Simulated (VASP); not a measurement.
# BaS (P4/mmm) in VASP: settings compared, part 3 of 3

VASP 6.6.1.

## 5. Single point, HSE06 (uniaxial x strain +5.8%)

The input, POSCAR:

```
BaS
1.0
    4.0553494845      0.0000000000      0.0000000000
    0.0000000000      3.8337582573      0.0000000000
    0.0000000000      0.0000000000      3.8337582573
Ba S
1 1
Direct
    0.0000000000      0.0000000000      0.0000000000
    0.5000000000      0.5000000000      0.5000000000
```

The input, INCAR.step1:

```
PREC = Accurate
ENCUT = 400
EDIFF = 1E-5
ISMEAR = 0
SIGMA = 0.01
LREAL = F
LASPH = T
NELM = 120
ALGO = Normal
ISIF = 2
LWAVE = T
GGA = PE
NBANDS = 15
GGA_COMPAT = F
```

The input, INCAR.step2:

```
PREC = Accurate
ENCUT = 400
EDIFF = 1E-6
ISMEAR = 0
SIGMA = 0.01
LREAL = F
LASPH = T
NELM = 120
ALGO = Normal
ISIF = 2
LWAVE = F
LCHARG = T
GGA = PE
LHFCALC = T
HFSCREEN = 0.2079
PRECFOCK = Normal
LELF = T
LVHAR = T
ISTART = 1
NBANDS = 15
GGA_COMPAT = F
```

The input, KPOINTS:

```
regular mesh
0
Gamma
  4 4 4
```

Potentials or basis: VASP PAW PBE potentials, release 64 (Ba_sv, S).

Run with:

```sh
$ cat potpaw_PBE.64/Ba_sv/POTCAR potpaw_PBE.64/S/POTCAR > POTCAR
$ cp INCAR.step1 INCAR
$ mpirun -np 1 vasp_std > vasp.out
$ cp INCAR.step2 INCAR
$ mpirun -np 1 vasp_std > vasp.out
```

OUTCAR:

```text
PREC = Accurate
   ENCUT = 400
   EDIFF = 1E-6
   ISMEAR = 0
   LREAL = F
   LASPH = T
   NELM = 120
   ISIF = 2
   GGA = PE
   LHFCALC = T
   HFSCREEN = 0.2079
   PRECFOCK = Normal
   ISTART = 1

 ion  position               nearest neighbor table
   1  0.000  0.000  0.000-   2 3.39   2 3.39   2 3.39   2 3.39   2 3.39   2 3.39   2 3.39   2 3.39

   2  0.500  0.500  0.500-   1 3.39   1 3.39   1 3.39   1 3.39   1 3.39   1 3.39   1 3.39   1 3.39

  LATTYP: Found a simple tetragonal cell.
 ALAT       =     3.8337582573
 C/A-ratio  =     1.0578000000

  Lattice vectors:

 A1 = (   0.0000000000,   3.8337582573,   0.0000000000)
 A2 = (   0.0000000000,   0.0000000000,   3.8337582573)
 A3 = (   4.0553494845,   0.0000000000,   0.0000000000)

Analysis of symmetry for initial positions (statically):
=====================================================================
 Subroutine PRICEL returns:
 Original cell was already a primitive cell.

 Routine SETGRP: Setting up the symmetry group for a
 simple tetragonal supercell.

 Subroutine GETGRP returns: Found 16 space group operations
 (whereof 16 operations were pure point group operations)
 out of a pool of 16 trial point group operations.

The static configuration has the point symmetry D_4h.

Analysis of symmetry for dynamics (positions and initial velocities):
=====================================================================
 Subroutine PRICEL returns:
 Original cell was already a primitive cell.

 Routine SETGRP: Setting up the symmetry group for a
 simple tetragonal supercell.

 Subroutine GETGRP returns: Found 16 space group operations
 (whereof 16 operations were pure point group operations)
 out of a pool of 16 trial point group operations.

The dynamic configuration has the point symmetry D_4h.

 Subroutine INISYM returns: Found 16 space group operations
[... 124 lines left out ...]
   HFSCREENC=   0.2079 screening length for correlation (either q_TF or 0.3 A-1)
   ENCUTFOCK=  -1.0 apply spherical cutoff to Coloumb kernel
   IVDW    =     0    specifies the selected vdW correction
   LEPSILON=     F    determine dielectric tensor
   LRPA    =     F    only Hartree local field effects (RPA)
 non-spin polarized calculation
 Gauss-broadening in eV      SIGMA  =   0.01
  energy-cutoff  :      400.00
  volume of cell :       59.60
 maximum number of plane-waves:      1092
 NGX is ok and might be reduce to    28
  NGX = 20; NGY = 20; NGZ = 20

 number of electron      15.9999998 magnetization

 Free energy of the ion-electron system (eV)
  ---------------------------------------------------
  ext. energy  EPLUGINS =         0.00000000
  ---------------------------------------------------
  free energy    TOTEN  =       -11.03616679 eV

  energy without entropy =      -11.03616679  energy(sigma->0) =      -11.03616679

 E-fermi :   2.3157     XC(G=0):  -7.6292

 val. band max:        2.2550747892   @ k =   0.5000   0.5000   0.0000
 cond. band min:       4.4523845430   @ k =   0.0000   0.0000   0.0000
 fundamental gap:      2.1973097538
 Fermi energy:         2.3156808447

 k-point     1 :       0.0000    0.0000    0.0000
  band No.  band energies     occupation
      1     -27.0413      2.00000
      2     -10.8679      2.00000
      3     -10.7602      2.00000
      4     -10.7602      2.00000
      5      -9.9727      2.00000
      6       1.7071      2.00000
      7       2.0947      2.00000
      8       2.0947      2.00000
      9       4.4524      0.00000
     10       4.5201      0.00000
     11       6.5517      0.00000
     12       9.4483      0.00000
     13       9.4483      0.00000
     14       9.9189      0.00000
[... 293 lines left out ...]
      2     -11.4620      2.00000
      3     -11.4620      2.00000
      4     -11.1638      2.00000
      5      -9.1525      2.00000
      6      -0.6874      2.00000
      7      -0.6677      2.00000
      8      -0.6677      2.00000
      9       9.9094      0.00000
     10      10.3098      0.00000
     11      10.3957      0.00000
     12      10.3957      0.00000
     13      10.7185      0.00000
     14      10.7185      0.00000
     15      11.7720      0.00000

------------------------ aborting loop because EDIFF is reached ----------------------------------------

  FORCE on cell =-STRESS in cart. coord.  units (eV):
  Direction    XX          YY          ZZ          XY          YZ          ZX
  --------------------------------------------------------------------------------------
  -------------------------------------------------------------------------------------
  Total       -2.3490865      0.0292436      0.0292436     -0.0000000      0.0000000     -0.0000000
  in kB      -63.1439662      0.7860741      0.7860741     -0.0000000      0.0000000     -0.0000000
  external PRESSURE =     -20.5239393 kB  Pullay stress =       0.0000000 kB

 VOLUME and BASIS-vectors are now :
 -----------------------------------------------------------------------------
  energy-cutoff  :      400.00
  volume of cell :       59.60
      direct lattice vectors                 reciprocal lattice vectors
     4.055349484  0.000000000  0.000000000     0.246587872  0.000000000  0.000000000
     0.000000000  3.833758257  0.000000000     0.000000000  0.260840651  0.000000000
     0.000000000  0.000000000  3.833758257     0.000000000  0.000000000  0.260840651

 POSITION                                       TOTAL-FORCE (eV/Angst)
 -----------------------------------------------------------------------------------
      0.00000      0.00000      0.00000         0.000000      0.000000      0.000000
      2.02767      1.91688      1.91688         0.000000      0.000000      0.000000
 -----------------------------------------------------------------------------------
    total drift:                                0.000000     -0.000000      0.000000

  FREE ENERGIE OF THE ION-ELECTRON SYSTEM (eV)
  ---------------------------------------------------
  free  energy   TOTEN  =       -11.0361667908 eV

  energy  without entropy=      -11.0361667908  energy(sigma->0) =      -11.03616679
```

OUTCAR.step1:

```text
PREC = Accurate
   ENCUT = 400
   EDIFF = 1E-5
   ISMEAR = 0
   LREAL = F
   LASPH = T
[... 538 lines left out ...]
 -----------------------------------------------------------------------------------
      0.00000      0.00000      0.00000         0.000000      0.000000      0.000000
      2.02767      1.91688      1.91688         0.000000      0.000000      0.000000
 -----------------------------------------------------------------------------------
    total drift:                               -0.000000      0.000000      0.000000

  FREE ENERGIE OF THE ION-ELECTRON SYSTEM (eV)
  ---------------------------------------------------
  free  energy   TOTEN  =        -9.6877020205 eV

  energy  without entropy=       -9.6877020205  energy(sigma->0) =       -9.68770202
```

OSZICAR.step1:

```text
N       E                     dE             d eps       ncg     rms          rms(c)
DAV:   1     0.643257958792E+02    0.64326E+02   -0.58405E+03   540   0.758E+02
DAV:   2    -0.674222216740E+01   -0.71068E+02   -0.66012E+02   744   0.155E+02
DAV:   3    -0.100960398959E+02   -0.33538E+01   -0.33384E+01   740   0.338E+01
DAV:   4    -0.101512935440E+02   -0.55254E-01   -0.55247E-01   706   0.435E+00
DAV:   5    -0.101521960038E+02   -0.90246E-03   -0.90245E-03   718   0.476E-01    0.449E+00
DAV:   6    -0.969845711103E+01    0.45374E+00   -0.50046E-01   617   0.477E+00    0.322E+00
DAV:   7    -0.968314546205E+01    0.15312E-01   -0.17677E-01   701   0.250E+00    0.173E+00
DAV:   8    -0.968851598817E+01   -0.53705E-02   -0.38783E-02   617   0.114E+00    0.251E-01
DAV:   9    -0.968733499077E+01    0.11810E-02   -0.46620E-03   694   0.413E-01    0.976E-02
DAV:  10    -0.968767104142E+01   -0.33605E-03   -0.72243E-04   639   0.193E-01    0.240E-02
DAV:  11    -0.968769994906E+01   -0.28908E-04   -0.10596E-04   701   0.781E-02    0.236E-02
DAV:  12    -0.968770202052E+01   -0.20715E-05   -0.11380E-05   521   0.203E-02
   1 F= -.96877020E+01 E0= -.96877020E+01  d E =-.247694E-24
```

It took 14 min on 1 thread of Intel Xeon 8259CL, shared host; peak memory 0.27 GiB.

Results:

* Free energy: -11.0362 eV
* Pressure: -2.1 GPa
* Band gap on the k mesh: 2.20 eV (least direct gap 2.36 eV)

Stress tensor (GPa, compression positive):
```
-6.31  0.00  0.00
 0.00  0.08  0.00
 0.00  0.00  0.08
```

Levels at points of the mesh, in eV from the valence-band top:
```
           k point  band 6  band 7  band 8  band 9  band 10  band 11
(0.00, 0.00, 0.00)   -0.55   -0.16   -0.16    2.20     2.27     4.30
(0.50, 0.00, 0.00)   -3.15   -0.71   -0.71    3.11     6.32     7.50
(0.00, 0.50, 0.00)   -3.14   -1.19   -0.62    3.38     7.02     7.17
(0.50, 0.50, 0.00)   -1.72   -1.57    0.00    2.84     4.27     5.14
(0.00, 0.50, 0.50)   -1.67   -1.67   -0.37    3.15     3.54     4.73
(0.50, 0.50, 0.50)   -2.94   -2.92   -2.92    7.65     8.05     8.14
```

Caveat: the cell differs from its parent crystal (uniaxial x strain +5.8%); the PAW data sets were made with another functional, which shifts forces and pressure a little; spin-orbit coupling is left out, which moves the levels of the heavy elements. A k mesh can miss the band edges.

## 6. The runs side by side

| level | cell | k mesh | cutoff (eV) | grid for exact exchange (PRECFOCK) | share of exact exchange | screening parameter | gap on the mesh (eV) | pressure (GPa) |
| --- | --- | --- | --- | --- | --- | --- | --- | --- |
| r2SCAN | a = 3.834, b = 3.834, c = 4.052 Å, 2 atoms | 6 × 6 × 6 | 550 | - | - | - | 1.69 | -1.7 |
| r2SCAN | a = 4.055, b = 3.834, c = 3.834 Å, 2 atoms | 6 × 6 × 6 | 550 | - | - | - | 1.68 | -1.7 |
| HSE06 | a = 3.834, b = 3.834, c = 4.052 Å, 2 atoms | 4 × 4 × 4 | 400 | Normal | 0.25 | 0.2079 1/Å | 2.20 | -2.0 |
| HSE06 | a = 4.055, b = 3.834, c = 3.834 Å, 2 atoms | 4 × 4 × 4 | 400 | Normal | 0.25 | 0.2079 1/Å | 2.20 | -2.1 |

Alike in all rows: task single point; potentials or basis VASP PAW PBE potentials, release 64 (Ba_sv, S); no spin polarisation; smearing gaussian 0.01 eV.

Caveats: the PAW data sets were made with another functional, which shifts forces and pressure a little; spin-orbit coupling is left out, which moves the levels of the heavy elements.

Total energies depend on the potentials used, so only differences within one code and one set of settings carry meaning.
